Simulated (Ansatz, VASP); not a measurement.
AlN in VASP and in Ansatz

```
Al N
1.0
     0.00000    2.21153    2.21153
     2.21153    0.00000    2.21153
     2.21153    2.21153    0.00000
Al N
1 1
Direct
  0.00000 0.00000 0.00000
  0.25000 0.25000 0.25000
```

Change from the starting cell: hydrostatic strain +1.2%.

Alike in both runs: task single point; functional HSE06; k mesh 8 × 8 × 8; no spin polarisation.

```csv
,VASP,Ansatz
version,VASP 6.6.1,Ansatz 0.2.0
potentials or method,"VASP PAW PBE potentials, release 64 (Al, N)","plane waves, PAW"
plane-wave cutoff (eV),520,420
occupations,"gaussian, width 0.01 eV",fixed
valence electrons in the cell,8,8
```

Ansatz gave:

```
gap on the k mesh at the Fermi level (eV) : 4.51
pressure (GPa)                            : -7.7
```

Q: What did VASP give for the same quantities?

A: gap on the k mesh at the Fermi level (eV): 4.51; pressure (GPa): -7.9.

Ansatz's warnings: stress exchange threshold loose, stress scf threshold loose.
